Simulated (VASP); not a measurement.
Write the native input for VASP 6.6.1 that does the following.

```
Task                   : single point
Functional             : PBEsol
Potentials or basis    : VASP PAW PBE potentials, release 64 (K_sv, F)
Cutoff                 : 520 eV
k mesh                 : 12 × 12 × 12
Occupations            : fermi-dirac, width 0.05 eV
Spin                   : no spin polarisation
Dipole correction      : no
Further INCAR settings : ALGO = Normal; EDIFF = 1e-07; NBANDS = 15
```

The structure of KF (Carobbiite) lies in POSCAR:

```
KF
1.0
    2.6541874404      2.6541874404      0.0000000000
   -2.6541874404      2.6541874404      0.0000000000
    0.0000000000      2.6541874404      2.6541874404
K F
1 1
Direct
    0.0000000000      0.0000000000      0.0000000000
    0.5000000000      0.5000000000      0.0000000000
```

One way to write it, as run:

INCAR

```
  ALGO = Normal
  EDIFF = 1E-7
  ENCUT = 520
  GGA = PS
  ISIF = 2
  ISMEAR = -1
  LASPH = T
  LCHARG = T
  LELF = T
  LREAL = F
  LVHAR = T
  LWAVE = F
  NBANDS = 15
  NELM = 80
  PREC = Accurate
  SIGMA = 0.05
```

KPOINTS

```
k-points
0
Gamma
  12 12 12
```

Potentials or basis: VASP PAW PBE potentials, release 64 (K_sv, F).

Command:

```sh
$ cat potpaw_PBE.64/K_sv/POTCAR potpaw_PBE.64/F/POTCAR > POTCAR
$ mpirun -np 1 vasp_std > vasp.out
```

It gave:

```
Pressure               : 0.0 GPa
Band gap on the k mesh : 6.13 eV, direct
```

Caveat: the PAW data sets were made with another functional, which shifts forces and pressure a little.

It took 21 s on 1 thread of Intel(R) Xeon(R) 6975P-C (Granite Rapids) (shared host), peak memory 0.18 GiB.
